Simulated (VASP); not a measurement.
Wanted: the native input for a VASP 6.6.1 run.

```
Task                   : single point
Functional             : PBE
Potentials or basis    : VASP PAW PBE potentials, release 64 (Hf_pv, O)
Cutoff                 : 520 eV
k mesh                 : 6 × 6 × 6
Occupations            : fermi-dirac, width 0.02 eV
Spin                   : no spin polarisation
Dipole correction      : no
Further INCAR settings : ALGO = Normal; EDIFF = 1e-07; NBANDS = 56
```

The structure of HfO2 lies in POSCAR:

```
HfO2
1.0
    5.2465062900      0.0000000000      0.0000000000
    0.0000000000      5.0303689240      0.0000000000
    0.0000000000      0.0000000000      5.1098920052
Hf O
4 8
Direct
    0.0327564825      0.2668120232      0.2399633115
    0.4672435175      0.2668120232      0.7399633115
    0.5327564825      0.7331879768      0.2399633115
    0.9672435175      0.7331879768      0.7399633115
    0.3656608023      0.0681958556      0.3826913828
    0.1343391977      0.0681958556      0.8826913828
    0.7308114833      0.4620481837      0.4903453058
    0.7691885167      0.4620481837      0.9903453058
    0.2691885167      0.5379518163      0.9903453058
    0.2308114833      0.5379518163      0.4903453058
    0.8656608023      0.9318041444      0.3826913828
    0.6343391977      0.9318041444      0.8826913828
```

This cell differs from its parent crystal: uniaxial z strain +1.0%.

These files were run (other wordings do the same):

INCAR

```
PREC = Accurate
ENCUT = 520
EDIFF = 1E-7
ISMEAR = -1
SIGMA = 0.02
LREAL = F
LASPH = T
NELM = 80
ALGO = Normal
ISIF = 2
LWAVE = F
LCHARG = T
GGA = PE
LELF = T
LVHAR = T
NBANDS = 56
```

KPOINTS

```
Automatic mesh
0
Gamma
  6 6 6
```

Potentials or basis: VASP PAW PBE potentials, release 64 (Hf_pv, O).

The run is started by

```console
$ cat potpaw_PBE.64/Hf_pv/POTCAR potpaw_PBE.64/O/POTCAR > POTCAR
$ mpirun -np 1 vasp_std > vasp.out
```

It gave:

```yaml
Pressure: 0.3 GPa
Largest_force: 0.029 eV/Å
Band_gap_on_the_k_mesh: 4.36 eV (least direct gap 4.57 eV)
```

Caveat: the cell differs from its parent crystal (uniaxial z strain +1.0%); spin-orbit coupling is left out, which moves the levels of the heavy elements.

Run time: 12 min on 1 thread of AMD EPYC 7R43 64-Core Processor (Zen 3), with other jobs on the host, peak memory 0.44 GiB.
